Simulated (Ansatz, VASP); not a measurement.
## K: VASP beside Ansatz

```xyz
1
Lattice="0.0000 3.4365 3.4365 3.4365 0.0000 3.4365 3.4365 3.4365 0.0000" Properties=species:S:1:pos:R:3 pbc="T T T"
K     0.0000    0.0000    0.0000
```

Alike in both runs: task electric field gradients; functional PBEsol; dispersion D4; k mesh 11 × 11 × 11; occupations fermi-dirac, width 0.05 eV; no spin polarisation.

|  | VASP | Ansatz |
| --- | --- | --- |
| version | VASP 6.6.1 | Ansatz 0.2.0 |
| potentials or method | VASP PAW PBE potentials, release 64 (K_sv), cutoff 520 eV | all-electron PAW with datasets made for the crystal, scalar-relativistic |

```csv
,VASP,Ansatz,Ansatz less VASP
gap on the k mesh at the Fermi level (eV),none,none,-
pressure (GPa),-0.5,-0.4,+0.01
```

VASP's potentials were made for PBE, not for PBEsol. A gap of «none» marks a metal or a gap that the smearing closes. Ansatz ran all-electron here, and VASP with PAW potentials.
